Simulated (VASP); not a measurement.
Wanted: the native input for a VASP 6.6.1 run.

```yaml
Task: single point
Functional: PBEsol
Potentials_or_basis: VASP PAW PBE potentials, release 64 (Ta_pv, N)
Cutoff: 520 eV
k_mesh: 11 × 11 × 10
Occupations: fermi-dirac, width 0.1 eV
Spin: no spin polarisation
Dipole_correction: no
Further_INCAR_settings: ALGO = Normal; EDIFF = 1e-07; NBANDS = 15
```

The structure of TaN lies in POSCAR:

```
TaN
1.0
    3.0096866337      0.0000000000      0.0000000000
   -1.5048433169      2.6064654548      0.0000000000
    0.0000000000      0.0000000000      2.9533446443
Ta N
1 1
Direct
    0.3333333333      0.6666666667      0.5000000000
    0.0000000000      0.0000000000      0.0000000000
```

The input as run:

INCAR

```
PREC = Accurate ; ENCUT = 520
EDIFF = 1E-7 ; ISMEAR = -1
SIGMA = 0.1 ; LREAL = F
LASPH = T ; NELM = 80
ALGO = Normal ; ISIF = 2
LWAVE = F ; LCHARG = T
GGA = PS ; LELF = T
LVHAR = T ; NBANDS = 15
```

KPOINTS

```
Automatic mesh
0
Gamma
  11 11 10
```

Potentials or basis: VASP PAW PBE potentials, release 64 (Ta_pv, N).

Launch:

```sh
$ cat potpaw_PBE.64/Ta_pv/POTCAR potpaw_PBE.64/N/POTCAR > POTCAR
$ mpirun -np 1 vasp_std > vasp.out
```

Results of the run:

The pressure is -25.4 GPa and the band gap on the k mesh is zero (band 8 reaches 7.72 eV, above the bottom of band 9 at 7.26 eV).

Caveat: the PAW data sets were made with another functional, which shifts forces and pressure a little; spin-orbit coupling is left out, which moves the levels of the heavy elements.

Wall time 52 s on 1 thread of AMD EPYC 7R13, with other jobs on the host, peak memory 0.13 GiB.
